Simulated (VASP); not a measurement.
# SnO: single point with PBE

The system is SnO.

```xyz
4
Lattice="3.5088 0.0000 0.0000 0.0000 3.5088 0.0000 0.0000 0.0000 3.8974" Properties=species:S:1:pos:R:3 pbc="T T T"
Sn    0.0000    1.7544    1.1653
Sn    1.7544    0.0000    2.7320
O     1.7544    1.7544    0.0000
O     0.0000    0.0000    0.0000
```

| Quantity | Value |
| --- | --- |
| Program | VASP 6.6.1 |
| Task | single point |
| Functional | PBE |
| Potentials or basis | VASP PAW PBE potentials, release 64 (Sn_d, O) |
| Cutoff | 520 eV |
| k mesh | 12 × 12 × 10 |
| Occupations | gaussian, width 0.1 eV |
| Spin | no spin polarisation |
| Dipole correction | no |
| Further INCAR settings | ALGO = Normal; EDIFF = 1e-06; NBANDS = 28 |

- Pressure: 50.6 GPa
- Largest force: 0.119 eV/Å
- Band gap on the k mesh: zero (bands 20 and 21 overlap by 2.76 eV)

Forces on the atoms (eV/Å):
```
Sn   0.000  0.000  0.119
Sn   0.000  0.000 -0.119
O    0.000  0.000  0.000
O    0.000  0.000  0.000
```

Stress tensor (GPa, compression positive):
```
50.59  0.00  0.00
 0.00 50.59  0.00
 0.00  0.00 50.72
```

Levels at points of the mesh, in eV from the Fermi level:
```csv
k point,band 18,band 19,band 20,band 21,band 22,band 23
"(0.00, 0.00, 0.00)",-3.76,-3.76,0.49,3.81,3.81,4.57
"(0.50, 0.00, 0.00)",-6.01,-3.93,-3.93,5.40,5.40,6.00
"(0.50, 0.50, 0.00)",-2.96,-2.17,-2.17,-1.85,-1.85,5.15
"(0.00, 0.00, 0.50)",-3.75,-2.65,0.15,1.09,1.09,2.30
"(0.50, 0.00, 0.50)",-5.78,-2.08,-2.08,4.68,4.68,4.69
"(0.50, 0.50, 0.50)",-4.41,-2.98,-2.98,1.96,1.96,7.27
```

Run time: 78 s on 1 thread of Intel(R) Xeon(R) 6975P-C (Granite Rapids) (shared host), peak memory 0.29 GiB.

Caveat: the cell stands under pressure; spin-orbit coupling is left out, which moves the levels of the heavy elements.
